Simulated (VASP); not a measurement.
# BaO (Fm-3m) in VASP: notebook, part 2 of 2

VASP 6.6.1. Earlier steps stand in the parts before.

**4. Single point, r2SCANh**

This run uses another cell than the first one, of 21.30 Å³/atom.

File POSCAR:

```
BaO
1.0
    0.0000000000      2.7719428467      2.7719428467
    2.7719428467      0.0000000000      2.7719428467
    2.7719428467      2.7719428467      0.0000000000
Ba O
1 1
Direct
    0.0000000000      0.0000000000      0.0000000000
    0.5000000000      0.5000000000      0.5000000000
```

File INCAR.step1:

```
SYSTEM = BaO
ALGO = Normal
EDIFF = 1E-5
ENCUT = 580
GGA = PE
GGA_COMPAT = .False.
ISIF = 2
ISMEAR = 0
LASPH = .True.
LCHARG = .False.
LREAL = .False.
LWAVE = .True.
NBANDS = 15
NELM = 120
PREC = Accurate
SIGMA = 0.01
```

File INCAR.step2:

```
SYSTEM = BaO
AEXX = 0.1
ALGO = Normal
EDIFF = 1E-6
ENCUT = 580
GGA_COMPAT = .False.
ISIF = 2
ISMEAR = 0
ISTART = 1
LASPH = .True.
LCHARG = .False.
LHFCALC = .True.
LMIXTAU = .True.
LREAL = .False.
LWAVE = .False.
METAGGA = R2SCAN
NBANDS = 15
NELM = 120
PREC = Accurate
PRECFOCK = Normal
SIGMA = 0.01
```

File KPOINTS:

```
k-points
0
Gamma
  6 6 6
  0 0 0
```

Potentials or basis: VASP PAW PBE potentials, release 64 (Ba_sv, O).

The run is started by

```console
$ cat potpaw_PBE.64/Ba_sv/POTCAR potpaw_PBE.64/O/POTCAR > POTCAR
$ cp INCAR.step1 INCAR
$ mpirun -np 1 vasp_std > vasp.out
$ cp INCAR.step2 INCAR
$ mpirun -np 1 vasp_std > vasp.out
```

OUTCAR:

```text
SYSTEM = BaO
   AEXX = 0.1
   EDIFF = 1E-6
   ENCUT = 580
   ISIF = 2
   ISMEAR = 0
   ISTART = 1
   LASPH = .True.
   LHFCALC = .True.
   LREAL = .False.
   METAGGA = R2SCAN
   NELM = 120
   PREC = Accurate
   PRECFOCK = Normal

 ion  position               nearest neighbor table
   1  0.000  0.000  0.000-   2 2.77   2 2.77   2 2.77   2 2.77   2 2.77   2 2.77
   2  0.500  0.500  0.500-   1 2.77   1 2.77   1 2.77   1 2.77   1 2.77   1 2.77

  LATTYP: Found a face centered cubic cell.
 ALAT       =     5.5438856934

  Lattice vectors:

 A1 = (   0.0000000000,   2.7719428467,   2.7719428467)
 A2 = (   2.7719428467,   0.0000000000,   2.7719428467)
 A3 = (   2.7719428467,   2.7719428467,   0.0000000000)

Analysis of symmetry for initial positions (statically):
=====================================================================
 Subroutine PRICEL returns:
 Original cell was already a primitive cell.

 Routine SETGRP: Setting up the symmetry group for a
 face centered cubic supercell.

 Subroutine GETGRP returns: Found 48 space group operations
 (whereof 48 operations were pure point group operations)
 out of a pool of 48 trial point group operations.

The static configuration has the point symmetry O_h .

Analysis of symmetry for dynamics (positions and initial velocities):
=====================================================================
 Subroutine PRICEL returns:
 Original cell was already a primitive cell.

 Routine SETGRP: Setting up the symmetry group for a
 face centered cubic supercell.

 Subroutine GETGRP returns: Found 48 space group operations
 (whereof 48 operations were pure point group operations)
 out of a pool of 48 trial point group operations.

The dynamic configuration has the point symmetry O_h .

 Subroutine INISYM returns: Found 48 space group operations
 (whereof 48 operations are pure point group operations),
 and found     1 'primitive' translations

----------------------------------------------------------------------------------------

                                     Primitive cell

  volume of cell :      42.5974

  direct lattice vectors                    reciprocal lattice vectors
     0.000000000  2.771942847  2.771942847    -0.180378899  0.180378899  0.180378899
     2.771942847  0.000000000  2.771942847     0.180378899 -0.180378899  0.180378899
     2.771942847  2.771942847  0.000000000     0.180378899  0.180378899 -0.180378899

  length of vectors
     3.920119168  3.920119168  3.920119168     0.312425418  0.312425418  0.312425418

  position of ions in fractional coordinates (direct lattice)
     0.000000000  0.000000000  0.000000000
     0.500000000  0.500000000  0.500000000

  ion indices of the primitive-cell ions
   primitive index   ion index
                 1           1
                 2           2

----------------------------------------------------------------------------------------

 KPOINTS: k-points

Automatic generation of k-mesh.
 Grid dimensions read from file:
 generate k-points for:    6    6    6

 Generating k-lattice:

  Cartesian coordinates                     Fractional coordinates (reciprocal lattice)
[... 39 lines left out ...]
   NGX,Y,Z   is equivalent  to a cutoff of  13.57, 13.57, 13.57 a.u.
   NGXF,Y,Z  is equivalent  to a cutoff of  27.14, 27.14, 27.14 a.u.
 SYSTEM =  BaO
   PREC   = accura    normal or accurate (medium, high low for compatibility)
   ISTART =      1    job   : 0-new  1-cont  2-samecut
   ICHARG =      0    charge: 1-file 2-atom 10-const
   ISPIN  =      1    spin polarized calculation?
   LNONCOLLINEAR =      F non collinear calculations
   LSORBIT =      F    spin-orbit coupling
   LASPH  =      T    aspherical Exc in radial PAW
   ENCUT  =  580.0 eV  42.63 Ry    6.53 a.u.   7.70  7.70  7.70*2*pi/ulx,y,z
   NELM   =    120;   NELMIN=  2; NELMDL=  0     # of ELM steps
   EDIFF  = 0.1E-05   stopping-criterion for ELM
   LREAL  =      F    real-space projection
   EDIFFG = 0.1E-04   stopping-criterion for IOM
   NSW    =      0    number of steps for IOM
   IBRION =     -1    ionic relax: 0-MD 1-quasi-New 2-CG
   NFREE  =      0    steps in history (QN), initial steepest desc. (CG)
   ISIF   =      2    stress and relaxation
   ISYM   =      3    0-nonsym 1-usesym 2-fastsym
   POTIM  = 0.5000    time-step for ionic-motion
   TEBEG  =    0.0;   TEEND  =   0.0 temperature during run
   PSTRESS=    0.0 pullay stress
   NELECT =      16.0000    total number of electrons
   NUPDOWN=      -1.0000    fix difference up-down
   EMIN   =  10.00;   EMAX   =-10.00  energy-range for DOS
   EFERMI =   0.00;   METHOD = LEGACY
   ISMEAR =     0;   SIGMA  =   0.01  broadening in eV -4-tet -1-fermi 0-gaus
   EFERMI_NEDOS =   21; number of points for ismear=-14 and -15
   IALGO  =     38    algorithm
   IMIX   =      1    mixing-type and parameters
     AMIX     =   0.40;   BMIX     =  1.00
     AMIX_MAG =   1.60;   BMIX_MAG =  1.00
  volume/ion in A,a.u.               =      21.30       143.73
  Fermi-wavevector in a.u.,A,eV,Ry     =   1.181192  2.232130 18.983051  1.395215
  Thomas-Fermi vector in A             =   2.317470
   LORBIT       =      0    0 simple, 1 ext, 2 COOP (PROOUT), +10 PAW based schemes
   METAGGA = R2SCAN    functional components
   LHFCALC =     T    Hartree Fock is set to
   PRECFOCK=normal    Normal, Fast or Accurate (Low or Medium for compatibility)
   ENCUT4O =  -1.0   cutoff for four orbital integrals eV
   NKREDX  =     1    reduce k-point grid by
   NKREDY  =     1    reduce k-point grid by
   NKREDZ  =     1    reduce k-point grid by
   AEXX    =    0.1000 exact exchange contribution
   HFSCREEN=    0.0000 screening length (either q_TF or 0.3 A-1)
   HFSCREENC=   0.0000 screening length for correlation (either q_TF or 0.3 A-1)
   ENCUTFOCK=  -1.0 apply spherical cutoff to Coloumb kernel
   IVDW    =     0    specifies the selected vdW correction
   LEPSILON=     F    determine dielectric tensor
   LRPA    =     F    only Hartree local field effects (RPA)
 non-spin polarized calculation
 Gauss-broadening in eV      SIGMA  =   0.01
  energy-cutoff  :      580.00
  volume of cell :       42.60
 maximum number of plane-waves:      1363
  NGX = 24; NGY = 24; NGZ = 24

 number of electron      16.0000000 magnetization

 Free energy of the ion-electron system (eV)
  ---------------------------------------------------
  ext. energy  EPLUGINS =         0.00000000
  ---------------------------------------------------
  free energy    TOTEN  =       -36.33501080 eV

  energy without entropy =      -36.33501080  energy(sigma->0) =      -36.33501080

 E-fermi :   1.1913     XC(G=0):  -9.2633

 val. band max:        1.1258947657   @ k =   0.5000   0.5000   0.0000
 cond. band min:       4.1927605836   @ k =   0.5000   0.5000   0.0000
 fundamental gap:      3.0668658178
 Fermi energy:         1.1912805073

 k-point     1 :       0.0000    0.0000    0.0000
  band No.  band energies     occupation
      1     -26.0505      2.00000
      2     -15.3210      2.00000
      3      -9.7409      2.00000
      4      -9.7409      2.00000
      5      -9.7409      2.00000
      6       0.7456      2.00000
      7       0.7456      2.00000
      8       0.7456      2.00000
      9       5.9612      0.00000
     10       7.0656      0.00000
     11       7.0656      0.00000
     12       7.0656      0.00000
     13       9.5176      0.00000
     14       9.5176      0.00000
[... 257 lines left out ...]
      2     -15.6525      2.00000
      3     -11.0582      2.00000
      4     -10.5970      2.00000
      5      -9.9619      2.00000
      6       0.0246      2.00000
      7       0.8814      2.00000
      8       1.0032      2.00000
      9       5.5304      0.00000
     10       8.5827      0.00000
     11       9.2218      0.00000
     12      12.2339      0.00000
     13      12.2985      0.00000
     14      14.9986      0.00000
     15      15.0049      0.00000

------------------------ aborting loop because EDIFF is reached ----------------------------------------

  FORCE on cell =-STRESS in cart. coord.  units (eV):
  Direction    XX          YY          ZZ          XY          YZ          ZX
  --------------------------------------------------------------------------------------
  -------------------------------------------------------------------------------------
  Total        0.3113761      0.3113761      0.3113761      0.0000000     -0.0000000     -0.0000000
  in kB       11.7115133     11.7115133     11.7115133      0.0000000     -0.0000000     -0.0000000
  external PRESSURE =      11.7115133 kB  Pullay stress =       0.0000000 kB

 VOLUME and BASIS-vectors are now :
 -----------------------------------------------------------------------------
  energy-cutoff  :      580.00
  volume of cell :       42.60
      direct lattice vectors                 reciprocal lattice vectors
     0.000000000  2.771942847  2.771942847    -0.180378899  0.180378899  0.180378899
     2.771942847  0.000000000  2.771942847     0.180378899 -0.180378899  0.180378899
     2.771942847  2.771942847  0.000000000     0.180378899  0.180378899 -0.180378899

 POSITION                                       TOTAL-FORCE (eV/Angst)
 -----------------------------------------------------------------------------------
      0.00000      0.00000      0.00000        -0.000000      0.000000     -0.000000
      2.77194      2.77194      2.77194         0.000000     -0.000000      0.000000
 -----------------------------------------------------------------------------------
    total drift:                               -0.000000      0.000000     -0.000000

  FREE ENERGIE OF THE ION-ELECTRON SYSTEM (eV)
  ---------------------------------------------------
  free  energy   TOTEN  =       -36.3350108002 eV

  energy  without entropy=      -36.3350108002  energy(sigma->0) =      -36.33501080
```

It took 76 min on 1 thread of AMD EPYC 7R43 (Zen 3), shared host; peak memory 0.17 GiB.

What came out:

| Item | Value |
| --- | --- |
| Free energy | -36.3350 eV |
| Pressure | 1.2 GPa |
| Band gap on the k mesh | 3.07 eV |

Caveat: the PAW data sets were made with another functional, which shifts forces and pressure a little; spin-orbit coupling is left out, which moves the levels of the heavy elements. A k mesh can miss the band edges.

**5. The runs side by side**

```tsv
task	level	cell	cutoff (eV)	smearing	share of exact exchange	screening parameter	gap on the mesh (eV)	pressure (GPa)
single point	HSE06	a = 3.912 Å, angles 60.0°, 2 atoms	520	fermi-dirac 0.02 eV	0.25	0.2079 1/Å	3.23	1.6
relaxation of cell and atoms	HSE06	relaxed from a = 3.920 Å, angles 60.0°, 2 atoms	600	fermi-dirac 0.02 eV	0.25	0.2079 1/Å	3.30	0.0
single point	r2SCANh	a = 3.920 Å, angles 60.0°, 2 atoms	580	gaussian 0.01 eV	0.1	-	3.07	1.2
```

Alike in all rows: potentials or basis VASP PAW PBE potentials, release 64 (Ba_sv, O); no spin polarisation; k mesh 6 × 6 × 6.

Caveats: the PAW data sets were made with another functional, which shifts forces and pressure a little; spin-orbit coupling is left out, which moves the levels of the heavy elements.

Total energies depend on the potentials used, so only differences within one code and one set of settings carry meaning.
